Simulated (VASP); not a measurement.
# BaRu3 (Pm-3m) in VASP: single point with PBE

Aim: the single point of BaRu3 with PBE.

Program: VASP 6.6.1. These are calculated values, not measurements. Logs are shortened: lines on timing, memory, paths and dates and some standing lists are left out, and cuts for length are marked.

### Step 1. The cell of the first run

The structure is cubic, space group Pm-3m (No. 221). The conventional cell has a = 4.154 Å, b = 4.154 Å, c = 4.154 Å, α = 90.00°, β = 90.00°, γ = 90.00°. Ba (site symmetry m-3m) has 12 Ru at 2.94 Å within 3.9 Å. Within 3.9 Å of Ru (site symmetry 4/mmm) lie 4 Ba at 2.94 Å and 8 Ru at 2.94 Å.

### Step 2. Single point, PBE

INCAR reads:

```
SYSTEM = BaRu3
ALGO = Normal ; EDIFF = 1E-6
ENCUT = 560 ; GGA = PE
GGA_COMPAT = .False. ; ISIF = 2
ISMEAR = 0 ; LASPH = .True.
LCHARG = .True. ; LELF = .True.
LREAL = .False. ; LVHAR = .True.
LWAVE = .False. ; NBANDS = 37
NELM = 120 ; PREC = Accurate
SIGMA = 0.1
```

KPOINTS reads:

```
k-points
0
Gamma
  4 4 4
  0 0 0
```

POSCAR reads:

```
BaRu3
1.0
    4.1536624489      0.0000000000      0.0000000000
    0.0000000000      4.1536624489      0.0000000000
    0.0000000000      0.0000000000      4.1536624489
Ba Ru
1 3
Direct
    0.0000000000      0.0000000000      0.0000000000
    0.0000000000      0.5000000000      0.5000000000
    0.5000000000      0.0000000000      0.5000000000
    0.5000000000      0.5000000000      0.0000000000
```

Potentials or basis: VASP PAW PBE potentials, release 64 (Ba_sv, Ru_sv).

Launch:

```console
$ cat potpaw_PBE.64/Ba_sv/POTCAR potpaw_PBE.64/Ru_sv/POTCAR > POTCAR
$ mpirun -np 1 vasp_std > vasp.out
```

OUTCAR:

```text
SYSTEM = BaRu3
   EDIFF = 1E-6
   ENCUT = 560
   GGA = PE
   ISIF = 2
   ISMEAR = 0
   LASPH = .True.
   LREAL = .False.
   NELM = 120
   PREC = Accurate

 ion  position               nearest neighbor table
   1  0.000  0.000  0.000-   2 2.94   3 2.94   4 2.94   2 2.94   3 2.94   2 2.94   4 2.94   2 2.94
                             3 2.94   4 2.94   3 2.94   4 2.94
   2  0.000  0.500  0.500-   1 2.94   1 2.94   1 2.94   1 2.94
   3  0.500  0.000  0.500-   1 2.94   1 2.94   1 2.94   1 2.94
   4  0.500  0.500  0.000-   1 2.94   1 2.94   1 2.94   1 2.94

  LATTYP: Found a simple cubic cell.
 ALAT       =     4.1536624489

  Lattice vectors:

 A1 = (   4.1536624489,   0.0000000000,   0.0000000000)
 A2 = (   0.0000000000,   4.1536624489,   0.0000000000)
 A3 = (   0.0000000000,   0.0000000000,   4.1536624489)

Analysis of symmetry for initial positions (statically):
=====================================================================
 Subroutine PRICEL returns:
 Original cell was already a primitive cell.

 Routine SETGRP: Setting up the symmetry group for a
 simple cubic supercell.

 Subroutine GETGRP returns: Found 48 space group operations
 (whereof 48 operations were pure point group operations)
 out of a pool of 48 trial point group operations.

The static configuration has the point symmetry O_h .

Analysis of symmetry for dynamics (positions and initial velocities):
=====================================================================
 Subroutine PRICEL returns:
 Original cell was already a primitive cell.

 Routine SETGRP: Setting up the symmetry group for a
 simple cubic supercell.

 Subroutine GETGRP returns: Found 48 space group operations
 (whereof 48 operations were pure point group operations)
 out of a pool of 48 trial point group operations.

The dynamic configuration has the point symmetry O_h .

 Subroutine INISYM returns: Found 48 space group operations
 (whereof 48 operations are pure point group operations),
 and found     1 'primitive' translations

----------------------------------------------------------------------------------------

                                     Primitive cell

  volume of cell :      71.6628

  direct lattice vectors                    reciprocal lattice vectors
[... 73 lines left out ...]
   LASPH  =      T    aspherical Exc in radial PAW
   ENCUT  =  560.0 eV  41.16 Ry    6.42 a.u.   8.01  8.01  8.01*2*pi/ulx,y,z
   NELM   =    120;   NELMIN=  2; NELMDL= -5     # of ELM steps
   EDIFF  = 0.1E-05   stopping-criterion for ELM
   LREAL  =      F    real-space projection
   EDIFFG = 0.1E-04   stopping-criterion for IOM
   NSW    =      0    number of steps for IOM
   IBRION =     -1    ionic relax: 0-MD 1-quasi-New 2-CG
   NFREE  =      0    steps in history (QN), initial steepest desc. (CG)
   ISIF   =      2    stress and relaxation
   ISYM   =      2    0-nonsym 1-usesym 2-fastsym
   POTIM  = 0.5000    time-step for ionic-motion
   TEBEG  =    0.0;   TEEND  =   0.0 temperature during run
   PSTRESS=    0.0 pullay stress
   NELECT =      58.0000    total number of electrons
   NUPDOWN=      -1.0000    fix difference up-down
   EMIN   =  10.00;   EMAX   =-10.00  energy-range for DOS
   EFERMI =   0.00;   METHOD = LEGACY
   ISMEAR =     0;   SIGMA  =   0.10  broadening in eV -4-tet -1-fermi 0-gaus
   EFERMI_NEDOS =   21; number of points for ismear=-14 and -15
   IALGO  =     38    algorithm
   IMIX   =      4    mixing-type and parameters
     AMIX     =   0.40;   BMIX     =  1.00
     AMIX_MAG =   1.60;   BMIX_MAG =  1.00
  volume/ion in A,a.u.               =      17.92       120.90
  Fermi-wavevector in a.u.,A,eV,Ry     =   1.525643  2.883047 31.668744  2.327587
  Thomas-Fermi vector in A             =   2.633785
   LORBIT       =      0    0 simple, 1 ext, 2 COOP (PROOUT), +10 PAW based schemes
   GGA     = PE    functional components
   LHFCALC =     F    Hartree Fock is set to
   AEXX    =    0.0000 exact exchange contribution
   IVDW    =     0    specifies the selected vdW correction
   LEPSILON=     F    determine dielectric tensor
   LRPA    =     F    only Hartree local field effects (RPA)
 non-spin polarized calculation
 Gauss-broadening in eV      SIGMA  =   0.10
  energy-cutoff  :      560.00
  volume of cell :       71.66
 maximum number of plane-waves:      2176
   NGX = 17   NGY = 17   NGZ = 17

 number of electron      57.9999991 magnetization

 Free energy of the ion-electron system (eV)
  ---------------------------------------------------
  ext. energy  EPLUGINS =         0.00000000
  ---------------------------------------------------
  free energy    TOTEN  =       -24.17492569 eV

  energy without entropy =      -24.11376242  energy(sigma->0) =      -24.14434406

 E-fermi :   9.5492     XC(G=0): -12.5474

 val. band max:        9.5329158175   @ k =   0.2500   0.2500   0.0000
 cond. band min:       9.5794736889   @ k =   0.5000   0.0000   0.0000
 fundamental gap:      0.0465578714
 Fermi energy:         9.5492422714

 k-point     1 :       0.0000    0.0000    0.0000
  band No.  band energies     occupation
      1     -62.4231      2.00000
      2     -62.3667      2.00000
      3     -62.3667      2.00000
      4     -32.5941      2.00000
      5     -32.5941      2.00000
      6     -32.5941      2.00000
[... 389 lines left out ...]
     36      14.6147      0.00000
     37      14.6147      0.00000

------------------------ aborting loop because EDIFF is reached ----------------------------------------

  FORCE on cell =-STRESS in cart. coord.  units (eV):
  Direction    XX          YY          ZZ          XY          YZ          ZX
  --------------------------------------------------------------------------------------
  -------------------------------------------------------------------------------------
  Total        1.7230594      1.7230594      1.7230594      0.0000000      0.0000000      0.0000000
  in kB       38.5227448     38.5227448     38.5227448      0.0000000      0.0000000      0.0000000
  external PRESSURE =      38.5227448 kB  Pullay stress =       0.0000000 kB

 VOLUME and BASIS-vectors are now :
 -----------------------------------------------------------------------------
  energy-cutoff  :      560.00
  volume of cell :       71.66
      direct lattice vectors                 reciprocal lattice vectors
     4.153662449  0.000000000  0.000000000     0.240751388  0.000000000  0.000000000
     0.000000000  4.153662449  0.000000000     0.000000000  0.240751388  0.000000000
     0.000000000  0.000000000  4.153662449     0.000000000  0.000000000  0.240751388

 POSITION                                       TOTAL-FORCE (eV/Angst)
 -----------------------------------------------------------------------------------
      0.00000      0.00000      0.00000         0.000000      0.000000      0.000000
      0.00000      2.07683      2.07683         0.000000      0.000000      0.000000
      2.07683      0.00000      2.07683         0.000000      0.000000      0.000000
      2.07683      2.07683      0.00000         0.000000      0.000000      0.000000
 -----------------------------------------------------------------------------------
    total drift:                                0.000000     -0.000000     -0.000000

  FREE ENERGIE OF THE ION-ELECTRON SYSTEM (eV)
  ---------------------------------------------------
  free  energy   TOTEN  =       -24.1749256948 eV

  energy  without entropy=      -24.1137624247  energy(sigma->0) =      -24.14434406
```

OSZICAR:

```text
N       E                     dE             d eps       ncg     rms          rms(c)
DAV:   1     0.842034806715E+03    0.84203E+03   -0.38313E+04   748   0.179E+03
DAV:   2     0.874974917341E+01   -0.83329E+03   -0.81670E+03   838   0.571E+02
DAV:   3    -0.256115068525E+02   -0.34361E+02   -0.32730E+02   977   0.119E+02
DAV:   4    -0.266384823511E+02   -0.10270E+01   -0.10154E+01   948   0.177E+01
DAV:   5    -0.266565655606E+02   -0.18083E-01   -0.18076E-01   917   0.233E+00    0.282E+01
DAV:   6    -0.244468070710E+02    0.22098E+01   -0.16642E+01   862   0.224E+01    0.693E+00
DAV:   7    -0.241952373976E+02    0.25157E+00   -0.13604E+00   827   0.721E+00    0.634E+00
DAV:   8    -0.241837509843E+02    0.11486E-01   -0.21102E-01  1015   0.214E+00    0.913E-01
DAV:   9    -0.241746786691E+02    0.90723E-02   -0.29208E-02   786   0.100E+00    0.418E-01
DAV:  10    -0.241749080098E+02   -0.22934E-03   -0.24017E-03   996   0.219E-01    0.143E-01
DAV:  11    -0.241749252124E+02   -0.17203E-04   -0.13034E-04   825   0.797E-02    0.156E-02
DAV:  12    -0.241749256948E+02   -0.48236E-06   -0.89091E-06   747   0.171E-02
   1 F= -.24174926E+02 E0= -.24144344E+02  d E =-.611633E-01
```

stdout:

```text
POSCAR found type information on POSCAR BaRu
 POSCAR found :  2 types and       4 ions
 scaLAPACK will be used
 LDA part: xc-table for (Slater+PW92), standard interpolation
 POSCAR, INCAR and KPOINTS ok, starting setup
 FFT: planning ... GRIDC
 FFT: planning ... GRID_SOFT
 FFT: planning ... GRID
 WAVECAR not read
 entering main loop
```

Wall time 12 s (1 thread of AMD EPYC 9R45 (Zen 5), shared host); peak memory 0.15 GiB.

What came out:

```
Free energy            : -24.1749 eV
Pressure               : 3.9 GPa
Band gap on the k mesh : zero (bands 29 and 30 overlap by 1.48 eV)
```

Caveat: the k points lie up to 0.38 Å⁻¹ apart, too coarse for converged energies and pressures of a metal; spin-orbit coupling is left out, which moves the levels of the heavy elements.

The gap in the log of VASP goes by the Fermi energy; the results here count the filled bands.